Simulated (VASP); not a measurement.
# Cu3N (Pm-3m) in VASP: further runs

The runs below take Cu3N through single point, with r2SCAN.

All numbers are computed with VASP 6.6.1; they aren't measurements. Logs are shortened: lines on timing, memory, paths and dates and some standing lists are left out, and cuts for length are marked.

**1. The cell of the first run**

Symmetry: Pm-3m, No. 221, cubic system. The conventional cell has a = 3.827 Å, b = 3.827 Å, c = 3.827 Å, α = 90.00°, β = 90.00°, γ = 90.00°. Within 2.5 Å of Cu (site symmetry 4/mmm) lie 2 N at 1.91 Å. N (site symmetry m-3m) has 6 Cu at 1.91 Å within 2.5 Å.

**2. Single point, r2SCAN (14.01 Å³/atom)**

The input, POSCAR:

```
Cu3N
1.0
    3.8268910531      0.0000000000      0.0000000000
    0.0000000000      3.8268910531      0.0000000000
    0.0000000000      0.0000000000      3.8268910531
Cu N
3 1
Direct
    0.5000000000      0.0000000000      0.0000000000
    0.0000000000      0.5000000000      0.0000000000
    0.0000000000      0.0000000000      0.5000000000
    0.0000000000      0.0000000000      0.0000000000
```

The input, INCAR.step1:

```
SYSTEM = Cu3N
PREC     = Accurate       ! precision mode
ENCUT    = 900            ! plane-wave cutoff, eV
ISMEAR   = -1             ! smearing method
SIGMA    = 0.02           ! smearing width, eV
LREAL    = .FALSE.        ! projectors in reciprocal space
LASPH    = .TRUE.         ! aspherical terms in the spheres
NELM     = 120            ! most SCF steps
NBANDS   = 39             ! bands
GGA      = PE             ! functional
ALGO     = Normal         ! electronic algorithm
EDIFF    = 1E-5           ! SCF threshold, eV
LWAVE    = .TRUE.         ! write WAVECAR
LCHARG   = .FALSE.        ! write CHGCAR
GGA_COMPAT= .FALSE.
```

The input, INCAR.step2:

```
SYSTEM = Cu3N
PREC     = Accurate       ! precision mode
ENCUT    = 900            ! plane-wave cutoff, eV
EDIFF    = 1E-6           ! SCF threshold, eV
ISMEAR   = -1             ! smearing method
SIGMA    = 0.02           ! smearing width, eV
LREAL    = .FALSE.        ! projectors in reciprocal space
LASPH    = .TRUE.         ! aspherical terms in the spheres
NELM     = 120            ! most SCF steps
ALGO     = Normal         ! electronic algorithm
ISIF     = 2              ! what is computed and relaxed
LWAVE    = .FALSE.        ! write WAVECAR
LCHARG   = .FALSE.        ! write CHGCAR
METAGGA  = R2SCAN         ! meta-GGA
LMIXTAU  = .TRUE.       
NBANDS   = 39             ! bands
ISTART   = 1            
GGA_COMPAT= .FALSE.
```

The input, KPOINTS:

```
regular mesh
0
G
  6 6 6
  0 0 0
```

Potentials or basis: VASP PAW PBE potentials, release 64 (Cu_sv_GW, N).

On the command line:

```console
cat potpaw_PBE.64/Cu_sv_GW/POTCAR potpaw_PBE.64/N/POTCAR > POTCAR
cp INCAR.step1 INCAR
mpirun -np 1 vasp_std > vasp.out
cp INCAR.step2 INCAR
mpirun -np 1 vasp_std > vasp.out
```

OUTCAR:

```text
SYSTEM = Cu3N
   PREC = Accurate
   ENCUT = 900
   EDIFF = 1E-6
   ISMEAR = -1
   LREAL = .FALSE.
   LASPH = .TRUE.
   NELM = 120
   ISIF = 2
   METAGGA = R2SCAN
   ISTART = 1

 ion  position               nearest neighbor table
   1  0.500  0.000  0.000-   4 1.91   4 1.91
   2  0.000  0.500  0.000-   4 1.91   4 1.91
   3  0.000  0.000  0.500-   4 1.91   4 1.91
   4  0.000  0.000  0.000-   1 1.91   2 1.91   3 1.91   3 1.91   2 1.91   1 1.91

  LATTYP: Found a simple cubic cell.
 ALAT       =     3.8268910531

  Lattice vectors:

 A1 = (   3.8268910531,   0.0000000000,   0.0000000000)
 A2 = (   0.0000000000,   3.8268910531,   0.0000000000)
 A3 = (   0.0000000000,   0.0000000000,   3.8268910531)

Analysis of symmetry for initial positions (statically):
=====================================================================
 Subroutine PRICEL returns:
 Original cell was already a primitive cell.

 Routine SETGRP: Setting up the symmetry group for a
 simple cubic supercell.

 Subroutine GETGRP returns: Found 48 space group operations
 (whereof 48 operations were pure point group operations)
 out of a pool of 48 trial point group operations.

The static configuration has the point symmetry O_h .

Analysis of symmetry for dynamics (positions and initial velocities):
=====================================================================
 Subroutine PRICEL returns:
 Original cell was already a primitive cell.

 Routine SETGRP: Setting up the symmetry group for a
 simple cubic supercell.

 Subroutine GETGRP returns: Found 48 space group operations
 (whereof 48 operations were pure point group operations)
 out of a pool of 48 trial point group operations.

The dynamic configuration has the point symmetry O_h .

 Subroutine INISYM returns: Found 48 space group operations
 (whereof 48 operations are pure point group operations),
 and found     1 'primitive' translations

----------------------------------------------------------------------------------------

                                     Primitive cell

  volume of cell :      56.0452
[... 80 lines left out ...]
   ISTART =      1    job   : 0-new  1-cont  2-samecut
   ICHARG =      0    charge: 1-file 2-atom 10-const
   ISPIN  =      1    spin polarized calculation?
   LNONCOLLINEAR =      F non collinear calculations
   LSORBIT =      F    spin-orbit coupling
   LASPH  =      T    aspherical Exc in radial PAW
   ENCUT  =  900.0 eV  66.15 Ry    8.13 a.u.   9.36  9.36  9.36*2*pi/ulx,y,z
   NELM   =    120;   NELMIN=  2; NELMDL=  0     # of ELM steps
   EDIFF  = 0.1E-05   stopping-criterion for ELM
   LREAL  =      F    real-space projection
   EDIFFG = 0.1E-04   stopping-criterion for IOM
   NSW    =      0    number of steps for IOM
   IBRION =     -1    ionic relax: 0-MD 1-quasi-New 2-CG
   NFREE  =      0    steps in history (QN), initial steepest desc. (CG)
   ISIF   =      2    stress and relaxation
   ISYM   =      2    0-nonsym 1-usesym 2-fastsym
   POTIM  = 0.5000    time-step for ionic-motion
   TEBEG  =    0.0;   TEEND  =   0.0 temperature during run
   PSTRESS=    0.0 pullay stress
   NELECT =      62.0000    total number of electrons
   NUPDOWN=      -1.0000    fix difference up-down
   EMIN   =  10.00;   EMAX   =-10.00  energy-range for DOS
   EFERMI =   0.00;   METHOD = LEGACY
   ISMEAR =    -1;   SIGMA  =   0.02  broadening in eV -4-tet -1-fermi 0-gaus
   EFERMI_NEDOS =   21; number of points for ismear=-14 and -15
   IALGO  =     38    algorithm
   IMIX   =      4    mixing-type and parameters
     AMIX     =   0.40;   BMIX     =  1.00
     AMIX_MAG =   1.60;   BMIX_MAG =  1.00
  volume/ion in A,a.u.               =      14.01        94.55
  Fermi-wavevector in a.u.,A,eV,Ry     =   1.693139  3.199569 39.004092  2.866720
  Thomas-Fermi vector in A             =   2.774599
   LORBIT       =      0    0 simple, 1 ext, 2 COOP (PROOUT), +10 PAW based schemes
   METAGGA = R2SCAN    functional components
   LHFCALC =     F    Hartree Fock is set to
   AEXX    =    0.0000 exact exchange contribution
   IVDW    =     0    specifies the selected vdW correction
   LEPSILON=     F    determine dielectric tensor
   LRPA    =     F    only Hartree local field effects (RPA)
 non-spin polarized calculation
  energy-cutoff  :      900.00
  volume of cell :       56.05
 maximum number of plane-waves:      3468
 NGX is ok and might be reduce to    40
   NGX = 19   NGY = 19   NGZ = 19

 number of electron      62.0000015 magnetization

 Free energy of the ion-electron system (eV)
  ---------------------------------------------------
  ext. energy  EPLUGINS =         0.00000000
  ---------------------------------------------------
  free energy    TOTEN  =       -40.94475611 eV

  energy without entropy =      -40.94475169  energy(sigma->0) =      -40.94475390

 E-fermi :   4.8228     XC(G=0): -11.8222

 val. band max:        4.6689131919   @ k =   0.5000   0.5000   0.5000
 cond. band min:       4.9767348359   @ k =   0.5000   0.5000   0.0000
 fundamental gap:      0.3078216440
 Fermi energy:         4.8228243980

 k-point     1 :       0.0000    0.0000    0.0000
  band No.  band energies     occupation
      1    -111.6959      2.00000
      2    -111.6897      2.00000
      3    -111.6897      2.00000
      4     -67.6958      2.00000
      5     -67.6958      2.00000
      6     -67.6958      2.00000
[... 829 lines left out ...]
     38      13.1361      0.00000
     39      15.8912      0.00000

------------------------ aborting loop because EDIFF is reached ----------------------------------------

  FORCE on cell =-STRESS in cart. coord.  units (eV):
  Direction    XX          YY          ZZ          XY          YZ          ZX
  --------------------------------------------------------------------------------------
  -------------------------------------------------------------------------------------
  Total       -1.3251165     -1.3251165     -1.3251165      0.0000000     -0.0000000      0.0000000
  in kB      -37.8814283    -37.8814283    -37.8814283      0.0000000     -0.0000000      0.0000000
  external PRESSURE =     -37.8814283 kB  Pullay stress =       0.0000000 kB

 VOLUME and BASIS-vectors are now :
 -----------------------------------------------------------------------------
  energy-cutoff  :      900.00
  volume of cell :       56.05
      direct lattice vectors                 reciprocal lattice vectors
     3.826891053  0.000000000  0.000000000     0.261308719  0.000000000  0.000000000
     0.000000000  3.826891053  0.000000000     0.000000000  0.261308719  0.000000000
     0.000000000  0.000000000  3.826891053     0.000000000  0.000000000  0.261308719

 POSITION                                       TOTAL-FORCE (eV/Angst)
 -----------------------------------------------------------------------------------
      1.91345      0.00000      0.00000         0.000000      0.000000      0.000000
      0.00000      1.91345      0.00000         0.000000      0.000000      0.000000
      0.00000      0.00000      1.91345         0.000000      0.000000      0.000000
      0.00000      0.00000      0.00000         0.000000      0.000000      0.000000
 -----------------------------------------------------------------------------------
    total drift:                               -0.000000     -0.000000     -0.000000

  FREE ENERGIE OF THE ION-ELECTRON SYSTEM (eV)
  ---------------------------------------------------
  free  energy   TOTEN  =       -40.9447561085 eV

  energy  without entropy=      -40.9447516908  energy(sigma->0) =      -40.94475390
```

OUTCAR.step1:

```text
SYSTEM = Cu3N
   PREC = Accurate
   ENCUT = 900
   ISMEAR = -1
   LREAL = .FALSE.
   LASPH = .TRUE.
   NELM = 120
[... 1060 lines left out ...]
      0.00000      1.91345      0.00000         0.000000      0.000000      0.000000
      0.00000      0.00000      1.91345         0.000000      0.000000      0.000000
      0.00000      0.00000      0.00000         0.000000      0.000000      0.000000
 -----------------------------------------------------------------------------------
    total drift:                               -0.000000     -0.000000     -0.000000

  FREE ENERGIE OF THE ION-ELECTRON SYSTEM (eV)
  ---------------------------------------------------
  free  energy   TOTEN  =       -18.5884865602 eV

  energy  without entropy=      -18.5884485518  energy(sigma->0) =      -18.58846756
```

It took 14 min on 1 thread of AMD EPYC, shared host; peak memory 0.28 GiB.

Results:

```yaml
Free_energy: -40.9448 eV
Pressure: -3.8 GPa
Band_gap_on_the_k_mesh: 0.31 eV (least direct gap 0.90 eV)
```

Levels at points of the mesh, in eV from the valence-band top:
```
           k point  band 28  band 29  band 30  band 31  band 32  band 33  band 34  band 35
(0.00, 0.00, 0.00)    -1.89    -1.89    -1.89    -1.83     1.13     5.57     5.57     6.93
(0.50, 0.00, 0.00)    -2.21    -1.89    -1.45    -1.45     1.76     3.52     7.14     7.47
(0.50, 0.50, 0.00)    -2.20    -1.09    -1.09    -0.72     0.31     3.86     5.10     5.10
(0.50, 0.50, 0.50)    -1.92     0.00     0.00     0.00     0.98     0.98     0.98     6.31
```

Caveat: the cell stands under tension; semilocal functionals underestimate gaps, and a narrow one can read as zero; the PAW data sets were made with another functional, which shifts forces and pressure a little. A k mesh can miss the band edges.

**3. Single point, r2SCAN**

This run uses another cell than the first one, of 13.60 Å³/atom.

The input, POSCAR:

```
Cu3N
1.0
    3.7893700971      0.0000000000      0.0000000000
    0.0000000000      3.7893700971      0.0000000000
    0.0000000000      0.0000000000      3.7893700971
Cu N
3 1
Direct
    0.5000000000      0.0000000000      0.0000000000
    0.0000000000      0.5000000000      0.0000000000
    0.0000000000      0.0000000000      0.5000000000
    0.0000000000      0.0000000000      0.0000000000
```

The input, INCAR.step1:

```
  ALGO = Normal
  EDIFF = 1E-5
  ENCUT = 900
  GGA = PE
  GGA_COMPAT = F
  ISMEAR = -1
  LASPH = T
  LCHARG = F
  LREAL = F
  LWAVE = T
  NBANDS = 39
  NELM = 120
  PREC = Accurate
  SIGMA = 0.02
```

The input, INCAR.step2:

```
  ALGO = Normal
  EDIFF = 1E-6
  ENCUT = 900
  GGA_COMPAT = F
  ISIF = 2
  ISMEAR = -1
  ISTART = 1
  LASPH = T
  LCHARG = F
  LMIXTAU = T
  LREAL = F
  LWAVE = F
  METAGGA = R2SCAN
  NBANDS = 39
  NELM = 120
  PREC = Accurate
  SIGMA = 0.02
```

The input, KPOINTS:

```
k-points
0
Gamma
  6 6 6
```

Potentials or basis: VASP PAW PBE potentials, release 64 (Cu_sv_GW, N).

On the command line:

```console
cat potpaw_PBE.64/Cu_sv_GW/POTCAR potpaw_PBE.64/N/POTCAR > POTCAR
cp INCAR.step1 INCAR
mpirun -np 1 vasp_std > vasp.out
cp INCAR.step2 INCAR
mpirun -np 1 vasp_std > vasp.out
```

Wall time 8.2 min (1 thread of AMD EPYC 7R13 (Zen 3), shared host); peak memory 0.28 GiB.

Results (log left out):

| Quantity | Value |
| --- | --- |
| Free energy | -40.9655 eV |
| Pressure | -0.4 GPa |
| Band gap on the k mesh | 0.21 eV (least direct gap 0.80 eV) |

Levels at points of the mesh, in eV from the valence-band top:
| k point | band 27 | band 28 | band 29 | band 30 | band 31 | band 32 | band 33 | band 34 | band 35 | band 36 |
| --- | --- | --- | --- | --- | --- | --- | --- | --- | --- | --- |
| (0.00, 0.00, 0.00) | -2.51 | -1.97 | -1.97 | -1.97 | -1.91 | 1.21 | 5.69 | 5.69 | 6.97 | 6.97 |
| (0.50, 0.00, 0.00) | -2.50 | -2.31 | -1.97 | -1.52 | -1.52 | 1.84 | 3.55 | 7.33 | 7.54 | 7.54 |
| (0.50, 0.50, 0.00) | -2.43 | -2.29 | -1.14 | -1.14 | -0.76 | 0.21 | 3.98 | 5.16 | 5.16 | 8.59 |
| (0.50, 0.50, 0.50) | -2.00 | -2.00 | 0.00 | 0.00 | 0.00 | 0.87 | 0.87 | 0.87 | 6.32 | 8.66 |

Caveat: semilocal functionals underestimate gaps, and a narrow one can read as zero; the PAW data sets were made with another functional, which shifts forces and pressure a little.
